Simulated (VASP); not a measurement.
# Ti2O: relaxation of cell and atoms with PBEsol

The system is Ti2O.

```
CELL_PARAMETERS angstrom
2.94273 0.00000 0.00000
-1.47137 2.54848 0.00000
0.00000 0.00000 4.71569
ATOMIC_POSITIONS crystal
Ti 0.66667 0.33333 0.26255
Ti 0.33333 0.66667 0.73745
O 0.00000 0.00000 0.00000
```

| Quantity | Value |
| --- | --- |
| Program | VASP 6.6.1 |
| Task | relaxation of cell and atoms |
| Functional | PBEsol |
| Potentials or basis | VASP PAW PBE potentials, release 64 (Ti_sv, O) |
| Cutoff | 600 eV |
| k mesh | 18 × 18 × 10 |
| Occupations | fermi-dirac, width 0.15 eV |
| Spin | no spin polarisation |
| Target pressure | 6 GPa |
| Dipole correction | no |
| Further INCAR settings | ALGO = Normal; EDIFF = 1e-06; IBRION = 2; EDIFFG = -0.001; NSW = 80; ISIF = 3 |

```yaml
Relaxed_volume: 11.58 Å³/atom
Relaxed_cell: a = 2.923 Å, b = 2.923 Å, c = 4.695 Å, α = 90.00°, β = 90.00°, γ = 120.00°
Space_group_after_relaxing_to_0.05_Å: P-3m1 (No. 164)
Energy_change_on_relaxing_the_enthalpy_is_what_falls: +5.3 meV/atom
Ionic_steps: 30
Pressure_after_relaxing: 6.0 GPa
Band_gap_on_the_k_mesh: zero (band 15 reaches 10.78 eV, above the bottom of band 16 at 9.99 eV)
```

The path:
| step | energy change (eV) | largest force (eV/Å) | pressure (GPa) | volume (Å³) |
| --- | --- | --- | --- | --- |
| 1 | 0.0000 | 0.0508 | 2.31 | 35.37 |
| 2 | 0.0560 | 0.1421 | 11.21 | 33.99 |
| 3 | 0.0156 | 0.0894 | 6.04 | 34.75 |
| 4 | 0.0157 | 0.0238 | 5.95 | 34.74 |
| 5 | 0.0158 | 0.0024 | 5.96 | 34.74 |
| 6 | 0.0164 | 0.0005 | 6.04 | 34.72 |
| 7 | 0.0165 | 0.0012 | 6.08 | 34.72 |
| 8 | 0.0154 | 0.0012 | 5.91 | 34.74 |
| 9 | 0.0159 | 0.0016 | 5.92 | 34.73 |
| 10 | 0.0162 | 0.0015 | 5.99 | 34.72 |
| 11 | 0.0162 | 0.0008 | 5.99 | 34.72 |
| 12 | 0.0163 | 0.0013 | 6.00 | 34.72 |
| 13 | 0.0163 | 0.0011 | 6.05 | 34.72 |
| 14 | 0.0163 | 0.0009 | 6.08 | 34.72 |
| 15 | 0.0162 | 0.0009 | 6.06 | 34.72 |
| 16 | 0.0158 | 0.0013 | 6.04 | 34.73 |
| 17 | 0.0149 | 0.0023 | 5.84 | 34.76 |
| 18 | 0.0156 | 0.0024 | 5.85 | 34.74 |
| 19 | 0.0157 | 0.0015 | 5.96 | 34.73 |
| 20 | 0.0158 | 0.0019 | 5.94 | 34.73 |
| 21 | 0.0161 | 0.0002 | 5.97 | 34.73 |
| 22 | 0.0163 | 0.0009 | 6.02 | 34.72 |
| 23 | 0.0162 | 0.0005 | 6.02 | 34.72 |
| 24 | 0.0162 | 0.0003 | 6.08 | 34.72 |
| 25 | 0.0161 | 0.0001 | 6.06 | 34.73 |
| 26 | 0.0161 | 0.0002 | 6.04 | 34.73 |
| 27 | 0.0159 | 0.0001 | 5.97 | 34.73 |
| 28 | 0.0160 | 0.0001 | 6.02 | 34.73 |
| 29 | 0.0159 | 0.0003 | 6.02 | 34.73 |
| 30 | 0.0159 | 0.0003 | 6.01 | 34.73 |

Final structure:
```
Ti O
1.0
     2.92255    0.00000    0.00000
    -1.46127    2.53100    0.00000
     0.00000    0.00000    4.69520
Ti O
2 1
Direct
  0.66667 0.33333 0.26410
  0.33333 0.66667 0.73590
  0.00000 0.00000 0.00000
```

Levels at points of the mesh, in eV from the Fermi level:
| k point | band 12 | band 13 | band 14 | band 15 | band 16 | band 17 | band 18 | band 19 |
| --- | --- | --- | --- | --- | --- | --- | --- | --- |
| (0.00, 0.00, 0.00) | -6.39 | -3.63 | -0.03 | 0.19 | 0.59 | 0.59 | 1.12 | 1.12 |
| (0.50, 0.00, 0.00) | -6.81 | -2.78 | -1.30 | -0.46 | 1.33 | 1.87 | 3.02 | 3.05 |
| (0.00, 0.00, 0.50) | -6.46 | -1.73 | -1.65 | 0.10 | 0.10 | 1.34 | 2.10 | 2.10 |
| (0.50, 0.00, 0.50) | -6.73 | -1.72 | -1.25 | -0.58 | -0.20 | 1.12 | 2.82 | 3.05 |

Wall time 28 min on 1 thread of Intel Xeon 6975P-C (shared host), peak memory 0.38 GiB.

Caveat: the cell is relaxed towards a set pressure, so the enthalpy falls and the energy may rise; the PAW data sets were made with another functional, which shifts forces and pressure a little.
